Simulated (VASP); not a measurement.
Write the native input for VASP 6.6.1 that does the following.

| Item | Value |
| --- | --- |
| Task | single point |
| Functional | PBE |
| Potentials or basis | VASP PAW PBE potentials, release 64 (Hf_pv, B) |
| Cutoff | 500 eV |
| k mesh | 6 × 6 × 6 |
| Occupations | gaussian, width 0.29 eV |
| Spin | collinear spin, zero start |
| Starting moments | [0.0, 0.0] μB |
| Dipole correction | no |
| Further INCAR settings | ALGO = Normal; EDIFF = 1e-06; NBANDS = 18 |

The structure of HfB lies in POSCAR:

```
HfB
1.0
    0.0000000000      2.3100000000      2.3100000000
    2.3100000000      0.0000000000      2.3100000000
    2.3100000000      2.3100000000      0.0000000000
Hf B
1 1
Direct
    0.5000000000      0.5000000000      0.5000000000
    0.0000000000      0.0000000000      0.0000000000
```

The input as run:

INCAR

```
PREC = Accurate
ENCUT = 500
EDIFF = 1E-6
ISMEAR = 0
SIGMA = 0.29
LREAL = False
LASPH = True
NELM = 200
ALGO = Normal
ISIF = 2
LWAVE = False
LCHARG = False
ISPIN = 2
MAGMOM = 0 0
LORBIT = 11
LMAXMIX = 4
GGA = PE
NBANDS = 18
GGA_COMPAT = False
```

KPOINTS

```
regular mesh
0
Gamma
  6 6 6
```

Potentials or basis: VASP PAW PBE potentials, release 64 (Hf_pv, B).

Command:

```sh
$ cat potpaw_PBE.64/Hf_pv/POTCAR potpaw_PBE.64/B/POTCAR > POTCAR
$ mpirun -np 1 vasp_std > vasp.out
```

Results of the run:

```yaml
Pressure: 30.9 GPa
Net_moment: 0.00 μB per cell
Valence_electrons_inside_the_program's_atomic_spheres: Hf 8.89; B 1.95
```

Caveat: the k points lie up to 0.39 Å⁻¹ apart.

It took 18 s on 1 thread of Intel Xeon 8259CL (shared host), peak memory 0.15 GiB.
